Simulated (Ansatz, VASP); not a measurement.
**KBr in VASP and in Ansatz**

```
K Br
1.0
     0.00000    3.39408    3.39408
     3.39408    0.00000    3.39408
     3.39408    3.39408    0.00000
K Br
1 1
Direct
  0.00000 0.00000 0.00000
  0.50000 0.50000 0.50000
```

Alike in both runs: task single point; functional HSE06; k mesh 4 × 4 × 4; occupations fermi-dirac, width 0.05 eV; no spin polarisation.

|  | VASP | Ansatz |
| --- | --- | --- |
| version | VASP 6.6.1 | Ansatz 0.2.0 development build |
| potentials or method | VASP PAW PBE potentials, release 64 (K_sv, Br) | plane waves, PAW datasets (generated hard set |
| plane-wave cutoff (eV) | 520 | 700 |
| valence electrons in the cell | 16 | 26 |

|  | VASP | Ansatz | Ansatz less VASP |
| --- | --- | --- | --- |
| gap on the k mesh at the Fermi level (eV) | 5.37 | 5.37 | +0.003 |

VASP's potentials hold 16 valence electrons a cell and Ansatz's 26, so a difference there can come from the potentials and not from the codes.
